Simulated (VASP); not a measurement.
Write the native input for VASP 6.6.1 that does the following.

* Task: single point
* Functional: PBE
* Potentials or basis: VASP PAW PBE potentials, release 64 (Mg, Be, S)
* Cutoff: 520 eV
* k mesh: 8 × 8 × 8
* Occupations: gaussian, width 0.1 eV
* Spin: no spin polarisation
* Dipole correction: no
* Further INCAR settings: ALGO = Normal; EDIFF = 1e-07; NBANDS = 15

The structure of Mg3BeS lies in POSCAR:

```
Mg3BeS
1.0
    4.8293547978      0.0000000000      0.0000000000
    0.0000000000      4.8293547978      0.0000000000
    0.0000000000      0.0000000000      4.9844896559
Mg Be S
3 1 1
Direct
    0.0000000000      0.5000000000      0.4864099883
    0.5000000000      0.5000000000      0.0454514758
    0.5000000000      0.0000000000      0.4864099883
    0.5000000000      0.5000000000      0.5602963273
    0.0000000000      0.0000000000      0.2633312903
```

One way to write it, as run:

INCAR

```
SYSTEM = Mg3BeS
ALGO = Normal
EDIFF = 1E-7
ENCUT = 520
GGA = PE
ISIF = 2
ISMEAR = 0
LASPH = .TRUE.
LCHARG = .FALSE.
LREAL = .FALSE.
LWAVE = .FALSE.
NBANDS = 15
NELM = 80
PREC = Accurate
SIGMA = 0.1
```

KPOINTS

```
k-points
0
G
  8 8 8
  0 0 0
```

Potentials or basis: VASP PAW PBE potentials, release 64 (Mg, Be, S).

Launch:

```console
$ cat potpaw_PBE.64/Mg/POTCAR potpaw_PBE.64/Be/POTCAR potpaw_PBE.64/S/POTCAR > POTCAR
$ mpirun -np 1 vasp_std > vasp.out
```

Results of the run:

```yaml
Pressure: -0.1 GPa
Largest_force: 0.009 eV/Å
Band_gap_on_the_k_mesh: zero (band 7 reaches 2.66 eV, above the bottom of band 8 at 0.99 eV)
```

It took 92 s on 1 thread of Intel(R) Xeon(R) 6975P-C (Granite Rapids) (shared host), peak memory 0.31 GiB.
